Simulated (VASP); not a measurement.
The system is CsPbBr3.

```
CELL_PARAMETERS angstrom
5.94863 0.00000 0.00000
0.00000 5.94863 0.00000
0.00000 0.00000 5.94863
ATOMIC_POSITIONS crystal
Cs 0.00000 0.00000 0.00000
Pb 0.50000 0.50000 0.50000
Br 0.50000 0.50000 0.00000
Br 0.50000 0.00000 0.50000
Br 0.00000 0.50000 0.50000
```

| Property | Result |
| --- | --- |
| Program | VASP 6.6.1 |
| Task | relaxation of cell and atoms |
| Functional | PBEsol |
| Potentials or basis | VASP PAW PBE potentials, release 64 (Cs_sv, Pb_d, Br) |
| Cutoff | 600 eV |
| k mesh | 6 × 6 × 6 |
| Occupations | gaussian, width 0.02 eV |
| Spin | no spin polarisation |

At the start: pressure -0.8 GPa; volume 42.10 Å³/atom.

**Question.** Where does the relaxation end?

**Answer.** Over 3 steps the energy falls by 3.9 meV/atom and the volume is 40.55 Å³/atom (-3.7 %); space group Pm-3m (No. 221, to 0.1 Å) before and after.

The path:
```
step  energy change (eV)  largest force (eV/Å)  pressure (GPa)  volume (Å³)
   1              0.0000                0.0000           -0.75       210.50
   2             -0.0181                0.0000           -0.19       204.51
   3             -0.0193                0.0000           -0.02       202.75
```

Final structure:
```cif
data_structure
_symmetry_space_group_name_H-M 'P 1'
_symmetry_Int_Tables_number 1
_cell_length_a 5.8748
_cell_length_b 5.8748
_cell_length_c 5.8748
_cell_angle_alpha 90.000
_cell_angle_beta 90.000
_cell_angle_gamma 90.000
_cell_volume 202.75
loop_
_atom_site_label
_atom_site_type_symbol
_atom_site_fract_x
_atom_site_fract_y
_atom_site_fract_z
_atom_site_occupancy
Cs1 Cs 0.00000 0.00000 0.00000 1
Pb1 Pb 0.50000 0.50000 0.50000 1
Br1 Br 0.50000 0.50000 0.00000 1
Br2 Br 0.50000 0.00000 0.50000 1
Br3 Br 0.00000 0.50000 0.50000 1
```

Caveat: the PAW data sets were made with another functional, which shifts forces and pressure a little.
